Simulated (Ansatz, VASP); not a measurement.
# SnSe in VASP and in Ansatz

```
Sn Se
1.0
     0.00000    2.98980    2.98980
     2.98980    0.00000    2.98980
     2.98980    2.98980    0.00000
Sn Se
1 1
Direct
  0.00000 0.00000 0.00000
  0.50000 0.50000 0.50000
```

Change from the starting cell: volume scaled by 0.98, ions relaxed.

Alike in both runs: functional PBE; k mesh 13 × 13 × 13; occupations fermi-dirac, width 0.02 eV; no spin polarisation.

Ansatz relaxed the structure, and its values are those at the end. VASP's run is a single point on that final structure, the one shown.

|  | VASP | Ansatz |
| --- | --- | --- |
| version | VASP 6.6.1 | Ansatz 0.2.0 |
| potentials or method | VASP PAW PBE potentials, release 64 (Sn_d, Se) | plane-wave PAW, scalar-relativistic |
| plane-wave cutoff (eV) | 500 | 420 |
| valence electrons in the cell | 20 | 30 |

```csv
,VASP,Ansatz,Ansatz less VASP
pressure (GPa),2.2,2.2,+0.01
```

VASP's potentials hold 20 valence electrons a cell and Ansatz's 30, so a difference there can come from the potentials and not from the codes. Ansatz's warnings: stress scf threshold loose.
